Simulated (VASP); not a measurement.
# Li (P1) in VASP: further runs, part 2 of 2

VASP 6.6.1. Earlier steps stand in the parts before.

## 3. Single point, PBE

This run uses another cell than the first one, of 22.69 Å³/atom.

Input file INCAR:

```
  PREC = Accurate
  ENCUT = 520
  EDIFF = 1E-6
  ISMEAR = -1
  SIGMA = 0.11
  LREAL = Auto
  LASPH = True
  NELM = 80
  ALGO = Normal
  ISIF = 2
  LWAVE = False
  LCHARG = True
  GGA = PE
  LELF = True
  LVHAR = True
  NBANDS = 38
```

Input file KPOINTS:

```
Automatic mesh
0
Gamma
  3 3 3
```

Input file POSCAR:

```
Li
1.0
    7.1335200000      0.0000000000      0.0000000000
    0.0000000000      7.1335200000      0.0000000000
    0.0000000000      0.0000000000      7.1335200000
Li
16
Direct
   -0.0339944375     -0.0318916888      0.0061680629
    0.4600674001      0.0746335610     -0.0780820689
    0.0109903666      0.5691159484     -0.0453913356
   -0.0381438617     -0.0174808510      0.4867863271
    0.2215876594      0.1921351591      0.2004480257
    0.4712259866      0.5579994168      0.0298450134
    0.4961645863     -0.0924648701      0.4886227276
    0.7153691305      0.1872287454      0.2362227904
    0.1120344514      0.4644270991      0.4975944555
    0.2463159843      0.7899746549      0.2651566127
    0.2578390472      0.3683735379      0.8195533201
    0.4990944162      0.4234234992      0.5081081990
    0.7829234375      0.7355695365      0.2346247014
    0.7959044062      0.2176905651      0.8111283069
    0.2472271754      0.8148571813      0.7082057666
    0.7185933452      0.8061097467      0.7766993013
```

Potentials or basis: VASP PAW PBE potentials, release 64 (Li_sv).

Run with:

```console
$ cat potpaw_PBE.64/Li_sv/POTCAR > POTCAR
$ mpirun -np 1 vasp_std > vasp.out
```

OUTCAR:

```text
PREC = Accurate
   ENCUT = 520
   EDIFF = 1E-6
   ISMEAR = -1
   LREAL = Auto
   LASPH = True
   NELM = 80
   ISIF = 2
   GGA = PE

 ion  position               nearest neighbor table
   1  0.966  0.968  0.006-  14 2.56
   2  0.460  0.075  0.922-
   3  0.011  0.569  0.955-  11 2.47
   4  0.962  0.983  0.487-
   5  0.222  0.192  0.200-
   6  0.471  0.558  0.030-  11 2.53
   7  0.496  0.908  0.489-  15 2.46  10 2.53
   8  0.715  0.187  0.236-
   9  0.112  0.464  0.498-
  10  0.246  0.790  0.265-   7 2.53
  11  0.258  0.368  0.820-   3 2.47   6 2.53
  12  0.499  0.423  0.508-
  13  0.783  0.736  0.235-
  14  0.796  0.218  0.811-   1 2.56
  15  0.247  0.815  0.708-   7 2.46
  16  0.719  0.806  0.777-

  LATTYP: Found a simple cubic cell.
 ALAT       =     7.1335200000

  Lattice vectors:

 A1 = (   7.1335200000,   0.0000000000,   0.0000000000)
 A2 = (   0.0000000000,   7.1335200000,   0.0000000000)
 A3 = (   0.0000000000,   0.0000000000,   7.1335200000)

Analysis of symmetry for initial positions (statically):
=====================================================================
 Subroutine PRICEL returns:
 Original cell was already a primitive cell.

 Routine SETGRP: Setting up the symmetry group for a
 simple cubic supercell.

 Subroutine GETGRP returns: Found  1 space group operations
 (whereof  1 operations were pure point group operations)
 out of a pool of 48 trial point group operations.

The static configuration has the point symmetry C_1 .

Analysis of symmetry for dynamics (positions and initial velocities):
=====================================================================
 Subroutine PRICEL returns:
 Original cell was already a primitive cell.

 Routine SETGRP: Setting up the symmetry group for a
 simple cubic supercell.

 Subroutine GETGRP returns: Found  1 space group operations
 (whereof  1 operations were pure point group operations)
 out of a pool of 48 trial point group operations.

The dynamic configuration has the point symmetry C_1 .

 Subroutine INISYM returns: Found  1 space group operations
 (whereof  1 operations are pure point group operations),
 and found     1 'primitive' translations

----------------------------------------------------------------------------------------

                                     Primitive cell

  volume of cell :     363.0042

  direct lattice vectors                    reciprocal lattice vectors
     7.133520000  0.000000000  0.000000000     0.140183248  0.000000000  0.000000000
     0.000000000  7.133520000  0.000000000     0.000000000  0.140183248  0.000000000
     0.000000000  0.000000000  7.133520000     0.000000000  0.000000000  0.140183248

  length of vectors
     7.133520000  7.133520000  7.133520000     0.140183248  0.140183248  0.140183248

[... 62 lines left out ...]

 Following reciprocal coordinates:
            Coordinates               Weight
  0.000000  0.000000  0.000000      1.000000
  0.333333  0.000000  0.000000      2.000000
  0.000000  0.333333  0.000000      2.000000
  0.000000  0.000000  0.333333      2.000000
  0.333333  0.333333  0.000000      2.000000
  0.000000  0.333333  0.333333      2.000000
  0.333333  0.000000  0.333333      2.000000
 -0.333333  0.333333  0.000000      2.000000
 -0.333333  0.000000  0.333333      2.000000
  0.000000 -0.333333  0.333333      2.000000
  0.333333  0.333333  0.333333      2.000000
 -0.333333  0.333333  0.333333      2.000000
 -0.333333 -0.333333  0.333333      2.000000
  0.333333 -0.333333  0.333333      2.000000
   k-points           NKPTS =     14   k-points in BZ     NKDIM =     14   number of bands    NBANDS=     38
   number of dos      NEDOS =    301   number of ions     NIONS =     16
   total plane-waves  NPLWV = 157464
   dimension x,y,z NGX =    54 NGY =   54 NGZ =   54
   dimension x,y,z NGXF=   108 NGYF=  108 NGZF=  108
   ions per type =              16
   NGX,Y,Z   is equivalent  to a cutoff of  12.58, 12.58, 12.58 a.u.
   NGXF,Y,Z  is equivalent  to a cutoff of  25.17, 25.17, 25.17 a.u.
 SYSTEM =  unknown system
   PREC   = accura    normal or accurate (medium, high low for compatibility)
   ISTART =      0    job   : 0-new  1-cont  2-samecut
   ICHARG =      2    charge: 1-file 2-atom 10-const
   ISPIN  =      1    spin polarized calculation?
   LNONCOLLINEAR =      F non collinear calculations
   LSORBIT =      F    spin-orbit coupling
   LASPH  =      T    aspherical Exc in radial PAW
   ENCUT  =  520.0 eV  38.22 Ry    6.18 a.u.  13.26 13.26 13.26*2*pi/ulx,y,z
   NELM   =     80;   NELMIN=  2; NELMDL= -5     # of ELM steps
   EDIFF  = 0.1E-05   stopping-criterion for ELM
   LREAL  =      T    real-space projection
   EDIFFG = 0.1E-04   stopping-criterion for IOM
   NSW    =      0    number of steps for IOM
   IBRION =     -1    ionic relax: 0-MD 1-quasi-New 2-CG
   NFREE  =      0    steps in history (QN), initial steepest desc. (CG)
   ISIF   =      2    stress and relaxation
   ISYM   =      2    0-nonsym 1-usesym 2-fastsym
   POTIM  = 0.5000    time-step for ionic-motion
   TEBEG  =    0.0;   TEEND  =   0.0 temperature during run
   PSTRESS=    0.0 pullay stress
   NELECT =      48.0000    total number of electrons
   NUPDOWN=      -1.0000    fix difference up-down
   EMIN   =  10.00;   EMAX   =-10.00  energy-range for DOS
   EFERMI =   0.00;   METHOD = LEGACY
   ISMEAR =    -1;   SIGMA  =   0.11  broadening in eV -4-tet -1-fermi 0-gaus
   EFERMI_NEDOS =   21; number of points for ismear=-14 and -15
   IALGO  =     38    algorithm
   IMIX   =      4    mixing-type and parameters
     AMIX     =   0.40;   BMIX     =  1.00
     AMIX_MAG =   1.60;   BMIX_MAG =  1.00
  volume/ion in A,a.u.               =      22.69       153.10
  Fermi-wavevector in a.u.,A,eV,Ry     =   0.834036  1.576099  9.464426  0.695616
  Thomas-Fermi vector in A             =   1.947360
   LORBIT       =      0    0 simple, 1 ext, 2 COOP (PROOUT), +10 PAW based schemes
   GGA     = PE    functional components
   LHFCALC =     F    Hartree Fock is set to
   AEXX    =    0.0000 exact exchange contribution
   IVDW    =     0    specifies the selected vdW correction
   LEPSILON=     F    determine dielectric tensor
   LRPA    =     F    only Hartree local field effects (RPA)
 non-spin polarized calculation
  energy-cutoff  :      520.00
  volume of cell :      363.00
 maximum number of plane-waves:      9792
 NGX is ok and might be reduce to    54
   NGX = 27   NGY = 27   NGZ = 27

 number of electron      48.0000013 magnetization

 Free energy of the ion-electron system (eV)
  ---------------------------------------------------
  ext. energy  EPLUGINS =         0.00000000
  ---------------------------------------------------
  free energy    TOTEN  =       -28.36118918 eV

  energy without entropy =      -28.04528466  energy(sigma->0) =      -28.20323692

 E-fermi :   0.2764     XC(G=0):  -6.7388

 val. band max:        0.2467938507   @ k =   0.0000  -0.3333   0.3333
 cond. band min:       0.2814396725   @ k =  -0.3333   0.0000   0.3333
 fundamental gap:      0.0346458217
 Fermi energy:         0.2763888571

 k-point     1 :       0.0000    0.0000    0.0000
  band No.  band energies     occupation
      1     -46.7853      2.00000
      2     -46.7621      2.00000
      3     -46.5957      2.00000
      4     -46.5822      2.00000
      5     -46.5794      2.00000
      6     -46.5778      2.00000
[... 535 lines left out ...]
     35       3.2605      0.00000
     36       3.5172      0.00000
 [bands above 36 left out]

------------------------ aborting loop because EDIFF is reached ----------------------------------------

  FORCE on cell =-STRESS in cart. coord.  units (eV):
  Direction    XX          YY          ZZ          XY          YZ          ZX
  --------------------------------------------------------------------------------------
  -------------------------------------------------------------------------------------
  Total        1.0026772     -2.8254761      0.4050395     -0.5660439      1.0868875      0.0242533
  in kB        4.4254768    -12.4706924      1.7877068     -2.4983257      4.7971527      0.1070460
  external PRESSURE =      -2.0858363 kB  Pullay stress =       0.0000000 kB

 VOLUME and BASIS-vectors are now :
 -----------------------------------------------------------------------------
  energy-cutoff  :      520.00
  volume of cell :      363.00
      direct lattice vectors                 reciprocal lattice vectors
     7.133520000  0.000000000  0.000000000     0.140183248  0.000000000  0.000000000
     0.000000000  7.133520000  0.000000000     0.000000000  0.140183248  0.000000000
     0.000000000  0.000000000  7.133520000     0.000000000  0.000000000  0.140183248

 POSITION                                       TOTAL-FORCE (eV/Angst)
 -----------------------------------------------------------------------------------
      6.89102      6.90602      0.04400         0.488882      0.057906      0.043965
      3.28190      0.53240      6.57652         0.111186     -0.346564      0.167512
      0.07840      4.05980      6.80972        -0.262980     -0.042952      0.255639
      6.86142      7.00882      3.47250         0.100424      0.206299      0.194086
      1.58070      1.37060      1.42990        -0.035157      0.282462      0.239454
      3.36150      3.98050      0.21290         0.286911      0.053040      0.152696
[... 8 lines left out ...]
      1.76360      5.81280      5.05200        -0.390732     -0.295817      0.427541
      5.12610      5.75040      5.54060        -0.017685     -0.501589     -0.102751
 -----------------------------------------------------------------------------------
    total drift:                                0.008746      0.000830     -0.001078

  FREE ENERGIE OF THE ION-ELECTRON SYSTEM (eV)
  ---------------------------------------------------
  free  energy   TOTEN  =       -28.3611891846 eV

  energy  without entropy=      -28.0452846636  energy(sigma->0) =      -28.20323692
```

Run time: 8.3 min. Hardware: 1 thread of Intel Xeon 8259CL, shared host; peak memory 0.41 GiB.

Results:

```yaml
Free_energy: -28.3612 eV
Largest_force: 0.754 eV/Å
Band_gap_on_the_k_mesh: zero (bands 24 and 25 overlap by 0.39 eV)
```

Forces on the atoms (eV/Å):
```
Li   0.489  0.058  0.044
Li   0.111 -0.347  0.168
Li  -0.263 -0.043  0.256
Li   0.100  0.206  0.194
Li  -0.035  0.282  0.239
Li   0.287  0.053  0.153
Li   0.456  0.549 -0.242
Li  -0.024  0.172 -0.075
Li  -0.615  0.209 -0.312
Li  -0.189 -0.302 -0.389
Li   0.005 -0.568 -0.219
Li   0.301  0.169  0.018
Li  -0.200 -0.180  0.246
Li  -0.014  0.538 -0.405
Li  -0.391 -0.296  0.428
Li  -0.018 -0.502 -0.103
```

Levels at points of the mesh, in eV from the Fermi level:
```tsv
k point	band 22	band 23	band 24	band 25	band 26	band 27
(0.00, 0.00, 0.00)	-1.03	-0.83	0.25	0.30	0.42	0.48
```

Caveat: the cutoff is under 1.25 times the usual one of these potentials, so pressure, stress and relaxed cells hold a basis-set (Pulay) error; the atoms stand as in a frame of molecular dynamics.

## 4. Single point, PBE

This run uses another cell than the first one, of 23.18 Å³/atom.

Input file INCAR:

```
PREC = Accurate
ENCUT = 520
EDIFF = 1E-6
ISMEAR = -1
SIGMA = 0.11
LREAL = Auto
LASPH = True
NELM = 60
ALGO = Normal
ISIF = 2
LWAVE = False
LCHARG = False
GGA = PE
NBANDS = 38
```

KPOINTS is that of step 3.

Input file POSCAR:

```
Li
1.0
    7.1845170000      0.0000000000      0.0000000000
    0.0000000000      7.1845170000      0.0000000000
    0.0000000000      0.0000000000      7.1845170000
Li
16
Direct
   -0.0181501415     -0.0271416993      0.0218107912
    0.4690085638      0.1045442582     -0.0831510316
    0.0097988494      0.5659253085     -0.0252904962
   -0.0519171992     -0.0333077366      0.5027895403
    0.2348940089      0.2321102449      0.2054974607
    0.4786682250      0.5664124673      0.0238151013
    0.5087189577     -0.0713061156      0.5094009799
    0.6938949410      0.1761844255      0.2496479582
    0.0894005818      0.4730589405      0.4872422182
    0.2627455680      0.8268753488      0.2333211822
    0.2604211250      0.3819602626      0.8337930024
    0.5265768040      0.4060676591      0.4842914284
    0.7693210274      0.7292069877      0.2438716479
    0.8003739152      0.2084760882      0.7929273464
    0.2367173743      0.8325263897      0.7223589282
    0.6846946009      0.8142927353      0.8129982851
```

Run with:

```console
$ cat potpaw_PBE.64/Li_sv/POTCAR > POTCAR
$ mpirun -np 1 vasp_std > vasp.out
```

Run time: 9.5 min. Hardware: 1 thread of Intel Xeon 8259CL, shared host; peak memory 0.41 GiB.

It converged, with:

* Free energy: -28.2948 eV
* Largest force: 0.771 eV/Å
* Band gap on the k mesh: zero (bands 24 and 25 overlap by 0.40 eV)

Forces on the atoms (eV/Å):
```
Li   0.127  0.162 -0.043
Li  -0.077 -0.328  0.220
Li  -0.368  0.033  0.204
Li   0.117  0.179 -0.011
Li  -0.081  0.069  0.198
Li   0.202 -0.053  0.287
Li   0.146  0.347 -0.245
Li   0.239  0.005 -0.369
Li  -0.314  0.241 -0.082
Li   0.046 -0.325 -0.039
Li  -0.077 -0.409 -0.649
Li  -0.093  0.354  0.349
Li  -0.090 -0.078  0.199
Li   0.130  0.517 -0.270
Li  -0.207 -0.292  0.336
Li   0.300 -0.421 -0.084
```

Levels at points of the mesh, in eV from the Fermi level:
| k point | band 22 | band 23 | band 24 | band 25 | band 26 | band 27 |
| --- | --- | --- | --- | --- | --- | --- |
| (0.00, 0.00, 0.00) | -1.02 | -0.89 | 0.25 | 0.32 | 0.44 | 0.51 |

Caveat: the cutoff is under 1.25 times the usual one of these potentials, so pressure, stress and relaxed cells hold a basis-set (Pulay) error; the atoms stand as in a frame of molecular dynamics.

## 5. Summary

```tsv
cell	gap on the mesh (eV)	largest force (eV/Å)
a = 7.109 Å, 16 atoms, atomic positions A	none	0.78
a = 7.134 Å, 16 atoms, atomic positions B	none	0.75
a = 7.185 Å, 16 atoms, atomic positions C	none	0.77
```

Alike in all rows: task single point; level PBE; potentials or basis VASP PAW PBE potentials, release 64 (Li_sv); no spin polarisation; k mesh 3 × 3 × 3; cutoff (eV) 520; smearing fermi-dirac 0.11 eV.

Caveats: the cutoff is under 1.25 times the usual one of these potentials, so pressure, stress and relaxed cells hold a basis-set (Pulay) error; the atoms stand as in a frame of molecular dynamics.

Absolute energies hang on the potentials; compare differences alone.

The gap in the log of VASP goes by the Fermi energy; the results here count the filled bands.